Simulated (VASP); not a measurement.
# HC18 in VASP: single point with PBE

Aim: the single point of HC18 with PBE.

All numbers are computed with VASP 6.6.1; they aren't measurements. Logs are shortened: lines on timing, memory, paths and dates and some standing lists are left out, and cuts for length are marked.

## 1. The cell of the first run

The cell holds a slab with vacuum, 19 atoms: a = 7.398 Å, b = 7.398 Å, c = 12.000 Å, α = 90.00°, β = 90.00°, γ = 120.00°.

## 2. Single point, PBE, collinear spin

Contents of INCAR:

```
SYSTEM = HC18
PREC     = Accurate       ! precision mode
ENCUT    = 520            ! plane-wave cutoff, eV
EDIFF    = 1E-6           ! SCF threshold, eV
ISMEAR   = -1             ! smearing method
SIGMA    = 0.05           ! smearing width, eV
LREAL    = Auto         
LASPH    = .TRUE.         ! aspherical terms in the spheres
NELM     = 150            ! most SCF steps
ALGO     = Normal         ! electronic algorithm
ISIF     = 2              ! what is computed and relaxed
LWAVE    = .FALSE.        ! write WAVECAR
LCHARG   = .FALSE.        ! write CHGCAR
ISPIN    = 2              ! spin polarisation
MAGMOM   = 0 0 0 0 0 0 0 0 0 0 0 0 0 0 0 0 0 0 1 ! initial moments
LORBIT   = 11             ! projections on sites
GGA      = PE             ! functional
NBANDS   = 56             ! bands
```

Contents of KPOINTS:

```
regular mesh
0
G
  2 2 1
  0 0 0
```

Contents of POSCAR:

```
HC18
1.0
    7.3980000000      0.0000000000      0.0000000000
   -3.6990000000      6.4068560000      0.0000000000
    0.0000000000      0.0000000000     12.0000000000
C H
18 1
Direct
    0.0015292238      0.0034639853      0.0811007385
    0.2235599175      0.1144844354      0.0813500091
    0.0021280893      0.3379274606      0.0788320066
    0.2240383907      0.4484811901      0.0741221158
    0.0021251569      0.6695885983      0.0788100314
    0.2240449581      0.7809543681      0.0741166015
    0.3353986613      0.0028627373      0.0788452388
    0.5546898470      0.1097821756      0.0843821558
    0.3353908921      0.3379281356      0.0788295675
    0.5546920891      0.4503060899      0.0843329844
    0.3348623887      0.6701276828      0.0731323313
    0.5565055219      0.7809544976      0.0741110665
    0.6670585155      0.0028645935      0.0788438800
    0.8905205542      0.1144852218      0.0813481919
    0.6682013885      0.3368111878      0.1134947879
    0.8952061601      0.4503032832      0.0843429247
    0.6670573830      0.6695897308      0.0788063365
    0.8905118141      0.7814270831      0.0813310251
    0.6681758484      0.3368178434      0.2073674064
```

Potentials or basis: VASP PAW PBE potentials, release 64 (C, H).

Started as:

```bash
cat potpaw_PBE.64/C/POTCAR potpaw_PBE.64/H/POTCAR > POTCAR
mpirun -np 1 vasp_std > vasp.out
```

OUTCAR:

```text
SYSTEM = HC18
   PREC = Accurate
   ENCUT = 520
   EDIFF = 1E-6
   ISMEAR = -1
   LREAL = Auto
   LASPH = .TRUE.
   NELM = 150
   ISIF = 2
   ISPIN = 2
   LORBIT = 11
   GGA = PE

 ion  position               nearest neighbor table
   1  0.002  0.003  0.081-  14 1.42   2 1.42  18 1.42
   2  0.224  0.114  0.081-   1 1.42   9 1.43   7 1.43
   3  0.002  0.338  0.079-  16 1.41   4 1.42  14 1.43
   4  0.224  0.448  0.074-  11 1.42   9 1.42   3 1.42
   5  0.002  0.670  0.079-  16 1.41   6 1.42  18 1.43
   6  0.224  0.781  0.074-  11 1.42   7 1.42   5 1.42
   7  0.335  0.003  0.079-   8 1.41   6 1.42   2 1.43
   8  0.555  0.110  0.084-  13 1.41   7 1.41  15 1.50
   9  0.335  0.338  0.079-  10 1.41   4 1.42   2 1.43
  10  0.555  0.450  0.084-  17 1.41   9 1.41  15 1.50
  11  0.335  0.670  0.073-  12 1.42   6 1.42   4 1.42
  12  0.557  0.781  0.074-  11 1.42  13 1.42  17 1.42
  13  0.667  0.003  0.079-   8 1.41  12 1.42  14 1.43
  14  0.891  0.114  0.081-   1 1.42   3 1.43  13 1.43
  15  0.668  0.337  0.113-  19 1.13  16 1.50  10 1.50   8 1.50
  16  0.895  0.450  0.084-   5 1.41   3 1.41  15 1.50
  17  0.667  0.670  0.079-  10 1.41  12 1.42  18 1.43
  18  0.891  0.781  0.081-   1 1.42   5 1.43  17 1.43
  19  0.668  0.337  0.207-  15 1.13

  LATTYP: Found a hexagonal cell.
 ALAT       =     7.3980000000
 C/A-ratio  =     1.6220600162

  Lattice vectors:

 A1 = (   7.3980000000,   0.0000000000,   0.0000000000)
 A2 = (  -3.6990000000,   6.4068560000,   0.0000000000)
 A3 = (   0.0000000000,   0.0000000000,  12.0000000000)

Analysis of symmetry for initial positions (statically):
=====================================================================
 Subroutine PRICEL returns:
 Original cell was already a primitive cell.

 Routine SETGRP: Setting up the symmetry group for a
 hexagonal supercell.

 Subroutine GETGRP returns: Found  1 space group operations
 (whereof  1 operations were pure point group operations)
 out of a pool of 24 trial point group operations.

The static configuration has the point symmetry C_1 .

Analysis of symmetry for dynamics (positions and initial velocities):
=====================================================================
 Subroutine PRICEL returns:
 Original cell was already a primitive cell.

 Routine SETGRP: Setting up the symmetry group for a
 hexagonal supercell.

 Subroutine GETGRP returns: Found  1 space group operations
 (whereof  1 operations were pure point group operations)
 out of a pool of 24 trial point group operations.

The dynamic configuration has the point symmetry C_1 .

Analysis of structural, dynamic, and magnetic symmetry:
=====================================================================
 Subroutine PRICEL returns:
 Original cell was already a primitive cell.

 Routine SETGRP: Setting up the symmetry group for a
 hexagonal supercell.

 Subroutine GETGRP returns: Found  1 space group operations
 (whereof  1 operations were pure point group operations)
 out of a pool of 24 trial point group operations.

The overall configuration has the point symmetry C_1 .

 Subroutine INISYM returns: Found  1 space group operations
 (whereof  1 operations are pure point group operations),
 and found     1 'primitive' translations

----------------------------------------------------------------------------------------

                                     Primitive cell

  volume of cell :     568.7750

  direct lattice vectors                    reciprocal lattice vectors
     7.398000000  0.000000000  0.000000000     0.135171668  0.078041398  0.000000000
    -3.699000000  6.406856000  0.000000000     0.000000000  0.156082796  0.000000000
     0.000000000  0.000000000 12.000000000     0.000000000  0.000000000  0.083333333

  length of vectors
     7.398000000  7.398000054 12.000000000     0.156082797  0.156082796  0.083333333

  position of ions in fractional coordinates (direct lattice)
     0.001529224  0.003463985  0.081100738
     0.223559917  0.114484435  0.081350009
     0.002128089  0.337927461  0.078832007
     0.224038391  0.448481190  0.074122116
     0.002125157  0.669588598  0.078810031
[... 70 lines left out ...]
   number of dos      NEDOS =    301   number of ions     NIONS =     19
   total plane-waves  NPLWV = 282240
   dimension x,y,z NGX =    56 NGY =   56 NGZ =   90
   dimension x,y,z NGXF=   112 NGYF=  112 NGZF=  180
   ions per type =              18   1
   NGX,Y,Z   is equivalent  to a cutoff of  12.58, 12.58, 12.47 a.u.
   NGXF,Y,Z  is equivalent  to a cutoff of  25.17, 25.17, 24.94 a.u.
 SYSTEM =  HC18
   PREC   = accura    normal or accurate (medium, high low for compatibility)
   ISTART =      0    job   : 0-new  1-cont  2-samecut
   ICHARG =      2    charge: 1-file 2-atom 10-const
   ISPIN  =      2    spin polarized calculation?
   LNONCOLLINEAR =      F non collinear calculations
   LSORBIT =      F    spin-orbit coupling
   LASPH  =      T    aspherical Exc in radial PAW
   ENCUT  =  520.0 eV  38.22 Ry    6.18 a.u.  13.76 13.76 22.31*2*pi/ulx,y,z
   NELM   =    150;   NELMIN=  2; NELMDL= -5     # of ELM steps
   EDIFF  = 0.1E-05   stopping-criterion for ELM
   LREAL  =      T    real-space projection
   EDIFFG = 0.1E-04   stopping-criterion for IOM
   NSW    =      0    number of steps for IOM
   IBRION =     -1    ionic relax: 0-MD 1-quasi-New 2-CG
   NFREE  =      0    steps in history (QN), initial steepest desc. (CG)
   ISIF   =      2    stress and relaxation
   ISYM   =      2    0-nonsym 1-usesym 2-fastsym
   POTIM  = 0.5000    time-step for ionic-motion
   TEBEG  =    0.0;   TEEND  =   0.0 temperature during run
   PSTRESS=    0.0 pullay stress
   NELECT =      73.0000    total number of electrons
   NUPDOWN=      -1.0000    fix difference up-down
   EMIN   =  10.00;   EMAX   =-10.00  energy-range for DOS
   EFERMI =   0.00;   METHOD = LEGACY
   ISMEAR =    -1;   SIGMA  =   0.05  broadening in eV -4-tet -1-fermi 0-gaus
   EFERMI_NEDOS =   21; number of points for ismear=-14 and -15
   IALGO  =     38    algorithm
   IMIX   =      4    mixing-type and parameters
     AMIX     =   0.40;   BMIX     =  1.00
     AMIX_MAG =   1.60;   BMIX_MAG =  1.00
  volume/ion in A,a.u.               =      29.94       202.01
  Fermi-wavevector in a.u.,A,eV,Ry     =   0.825789  1.560514  9.278180  0.681927
  Thomas-Fermi vector in A             =   1.937708
   LORBIT       =     11    0 simple, 1 ext, 2 COOP (PROOUT), +10 PAW based schemes
   GGA     = PE    functional components
   LHFCALC =     F    Hartree Fock is set to
   AEXX    =    0.0000 exact exchange contribution
   IVDW    =     0    specifies the selected vdW correction
   LEPSILON=     F    determine dielectric tensor
   LRPA    =     F    only Hartree local field effects (RPA)
 spin polarized calculation
  energy-cutoff  :      520.00
  volume of cell :      568.78
 maximum number of plane-waves:     15363
 NGX is ok and might be reduce to    56
   NGX = 27   NGY = 27   NGZ = 45

 number of electron      73.0000000 magnetization       1.0262832

 Free energy of the ion-electron system (eV)
  ---------------------------------------------------
  ext. energy  EPLUGINS =         0.00000000
  ---------------------------------------------------
  free energy    TOTEN  =      -167.78373794 eV

  energy without entropy =     -167.77421263  energy(sigma->0) =     -167.77897528

 E-fermi :  -1.5831     XC(G=0):  -3.6608

 val. band max:       -1.7189097992   @ k =   0.0000   0.0000   0.0000
 cond. band min:      -1.4621571207   @ k =   0.0000   0.0000   0.0000
 fundamental gap:      0.2567526785
 Fermi energy:        -1.5831107483

 spin component 1

 k-point     1 :       0.0000    0.0000    0.0000
  band No.  band energies     occupation
      1     -21.1560      1.00000
      2     -18.6128      1.00000
      3     -18.6123      1.00000
      4     -18.6122      1.00000
      5     -18.5768      1.00000
      6     -18.5109      1.00000
[... 193 lines left out ...]
     47       4.0096      0.00000
     48       4.1208      0.00000
 Fermi energy:        -1.5831107483

 spin component 2

 k-point     1 :       0.0000    0.0000    0.0000
  band No.  band energies     occupation
      1     -21.0874      1.00000
      2     -18.5610      1.00000
      3     -18.5608      1.00000
      4     -18.5225      1.00000
      5     -18.4892      1.00000
      6     -18.4500      1.00000
[... 193 lines left out ...]
     47       4.0747      0.00000
     48       4.2322      0.00000
 [bands above 48 left out]

------------------------ aborting loop because EDIFF is reached ----------------------------------------

  FORCE on cell =-STRESS in cart. coord.  units (eV):
  Direction    XX          YY          ZZ          XY          YZ          ZX
  --------------------------------------------------------------------------------------
  -------------------------------------------------------------------------------------
  Total        3.4046166      3.4009381     -0.0759447     -0.0011399      0.0126092      0.0037104
  in kB        9.5904340      9.5800720     -0.2139278     -0.0032108      0.0355189      0.0104518
  external PRESSURE =       6.3188594 kB  Pullay stress =       0.0000000 kB

 VOLUME and BASIS-vectors are now :
 -----------------------------------------------------------------------------
  energy-cutoff  :      520.00
  volume of cell :      568.78
      direct lattice vectors                 reciprocal lattice vectors
     7.398000000  0.000000000  0.000000000     0.135171668  0.078041398  0.000000000
    -3.699000000  6.406856000  0.000000000     0.000000000  0.156082796  0.000000000
     0.000000000  0.000000000 12.000000000     0.000000000  0.000000000  0.083333333

 POSITION                                       TOTAL-FORCE (eV/Angst)
 -----------------------------------------------------------------------------------
     -0.00150      0.02219      0.97321         0.000807     -0.002035      0.008717
      1.23042      0.73349      0.97620         0.000481      0.004934     -0.001631
     -1.23425      2.16505      0.94598         0.008697     -0.007671      0.000517
     -0.00150      2.87335      0.88947         0.004060     -0.006138     -0.006235
     -2.46109      4.28996      0.94572        -0.003251      0.004510     -0.000009
     -1.23127      5.00346      0.88940         0.002587      0.004197     -0.003943
[... 11 lines left out ...]
      3.69751      5.00649      0.97597         0.001261      0.003753      0.000746
      3.69728      2.15794      2.48841         0.000738      0.002077      0.035479
 -----------------------------------------------------------------------------------
    total drift:                               -0.002107     -0.017933      0.019019

  FREE ENERGIE OF THE ION-ELECTRON SYSTEM (eV)
  ---------------------------------------------------
  free  energy   TOTEN  =      -167.7837379437 eV

  energy  without entropy=     -167.7742126261  energy(sigma->0) =     -167.77897528

 total charge

# of ion       s       p       d       tot
------------------------------------------
    1        0.862   1.787   0.000   2.649
    2        0.860   1.780   0.000   2.639
    3        0.863   1.793   0.000   2.657
    4        0.864   1.790   0.000   2.654
    5        0.863   1.793   0.000   2.657
    6        0.864   1.790   0.000   2.654
[... 11 lines left out ...]
   18        0.860   1.780   0.000   2.639
   19        0.613   0.040   0.000   0.653
--------------------------------------------------
tot         16.109  32.199   0.000  48.308

 magnetization (x)

# of ion       s       p       d       tot
------------------------------------------
    1       -0.005  -0.036   0.000  -0.041
    2        0.007   0.113   0.000   0.121
    3       -0.005  -0.054   0.000  -0.059
    4        0.004   0.056   0.000   0.060
    5       -0.005  -0.054   0.000  -0.059
    6        0.004   0.056   0.000   0.060
[... 11 lines left out ...]
   18        0.007   0.113   0.000   0.121
   19        0.048  -0.001   0.000   0.048
--------------------------------------------------
tot          0.067   0.475   0.000   0.542
```

Wall time 12 min (1 thread of Oxide Virtual Turin-like, shared host); peak memory 0.84 GiB.

What came out:

* Free energy: -167.7837 eV
* Largest force: 0.036 eV/Å
* Band gap on the k mesh: 0.26 eV
* Net moment: 1.03 μB per cell
* Site moments: C -0.04, +0.12, -0.06, +0.06, +0.13, -0.03, -0.02 (each value once); H +0.05 μB
* Valence electrons inside the program's atomic spheres: C 2.65, 2.64, 2.66, 2.63 (each value once); H 0.65

Forces in eV/Å, atoms in the order of the input:
```
C    0.001 -0.002  0.009
C    0.000  0.005 -0.002
C    0.009 -0.008  0.001
C    0.004 -0.006 -0.006
C   -0.003  0.005  0.000
C    0.003  0.004 -0.004
C   -0.005 -0.001 -0.004
C   -0.003  0.019 -0.001
C   -0.007 -0.005 -0.001
C    0.013 -0.019  0.001
C   -0.001  0.007 -0.005
C   -0.004  0.005 -0.003
C    0.003 -0.002 -0.003
C    0.000  0.003  0.001
C    0.002  0.001 -0.014
C   -0.016 -0.015  0.000
C    0.001  0.004 -0.003
C    0.001  0.004  0.001
H    0.001  0.002  0.035
```

Caveat: the k points lie up to 0.49 Å⁻¹ apart; a moment this small can come from the mesh or the smearing; there is no dipole correction, which matters where the two faces differ.
